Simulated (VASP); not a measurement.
Write the native input for VASP 6.6.1 that does the following.

```yaml
Task: single point
Functional: PBEsol
Potentials_or_basis: VASP PAW PBE potentials, release 64 (Nb_sv, Sb)
Cutoff: 520 eV
k_mesh: 10 × 10 × 6
Occupations: gaussian, width 0.05 eV
Spin: no spin polarisation
Dipole_correction: no
Further_INCAR_settings: ALGO = Normal; EDIFF = 1e-06; NBANDS = 26
```

The structure of NbSb lies in POSCAR:

```
NbSb
1.0
    3.1073057392      0.0000000000      0.0000000000
   -1.5536528696      2.6910057075      0.0000000000
    0.0000000000      0.0000000000     10.0189038769
Nb Sb
2 2
Direct
    0.6666666667      0.3333333333     -0.0492689410
    0.3333333333      0.6666666667      0.4507310590
    0.6666666667      0.3333333333      0.6744689410
    0.3333333333      0.6666666667      0.1744689410
```

One way to write it, as run:

INCAR

```
SYSTEM = NbSb
PREC     = Accurate       ! precision mode
ENCUT    = 520            ! plane-wave cutoff, eV
EDIFF    = 1E-6           ! SCF threshold, eV
ISMEAR   = 0              ! smearing method
SIGMA    = 0.05           ! smearing width, eV
LREAL    = .False.        ! projectors in reciprocal space
LASPH    = .True.         ! aspherical terms in the spheres
NELM     = 100            ! most SCF steps
ALGO     = Normal         ! electronic algorithm
ISIF     = 2              ! what is computed and relaxed
LWAVE    = .False.        ! write WAVECAR
LCHARG   = .False.        ! write CHGCAR
GGA      = PS             ! functional
NBANDS   = 26             ! bands
```

KPOINTS

```
Automatic mesh
0
Gamma
  10 10 6
  0 0 0
```

Potentials or basis: VASP PAW PBE potentials, release 64 (Nb_sv, Sb).

Run with:

```bash
$ cat potpaw_PBE.64/Nb_sv/POTCAR potpaw_PBE.64/Sb/POTCAR > POTCAR
$ mpirun -np 1 vasp_std > vasp.out
```

Results of the run:

```yaml
Pressure: 2.5 GPa
Largest_force: 0.016 eV/Å
Band_gap_on_the_k_mesh: zero (bands 18 and 19 overlap by 1.22 eV)
```

Caveat: the PAW data sets were made with another functional, which shifts forces and pressure a little; spin-orbit coupling is left out, which moves the levels of the heavy elements.

Wall time 85 s on 1 thread of Intel(R) Xeon(R) Platinum 8259CL CPU @ 2.50GHz (Skylake/Cascade Lake), on a shared host, peak memory 0.26 GiB.
